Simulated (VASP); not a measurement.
A run of VASP 6.6.1 is set up as follows.

INCAR

```
SYSTEM = SnO
PREC = Accurate ; ENCUT = 520
EDIFF = 1E-6 ; ISMEAR = 0
SIGMA = 0.15 ; LREAL = .FALSE.
LASPH = .TRUE. ; NELM = 80
ALGO = Normal ; ISIF = 2
LWAVE = .FALSE. ; LCHARG = .FALSE.
NBANDS = 28
```

File KPOINTS:

```
Automatic mesh
0
G
  10 10 8
  0 0 0
```

Contents of POSCAR:

```
SnO
1.0
    3.7657594054      0.0000000000      0.0000000000
    0.0000000000      3.7657594054      0.0000000000
    0.0000000000      0.0000000000      4.6562290729
Sn O
2 2
Direct
    0.0000000000      0.5000000000      0.2455950842
    0.5000000000      0.0000000000      0.7544049158
    0.0000000000      0.0000000000      0.0000000000
    0.5000000000      0.5000000000      0.0000000000
```

Potentials or basis: VASP PAW LDA potentials, release 64 (Sn_d, O).

Command:

```console
$ cat potpaw_LDA.64/Sn_d/POTCAR potpaw_LDA.64/O/POTCAR > POTCAR
$ mpirun -np 1 vasp_std > vasp.out
```

Question: Estimate the band gap on the k mesh.

Answer: Zero (band 20 reaches 7.63 eV, above the bottom of band 21 at 7.42 eV).

Question: What does it give for the largest force?

Answer: 0.146 eV/Å.

Forces in eV/Å, atoms in the order of the input:
```
Sn   0.000  0.000  0.146
Sn   0.000  0.000 -0.146
O    0.000  0.000  0.000
O    0.000  0.000  0.000
```

Caveat: spin-orbit coupling is left out, which moves the levels of the heavy elements.
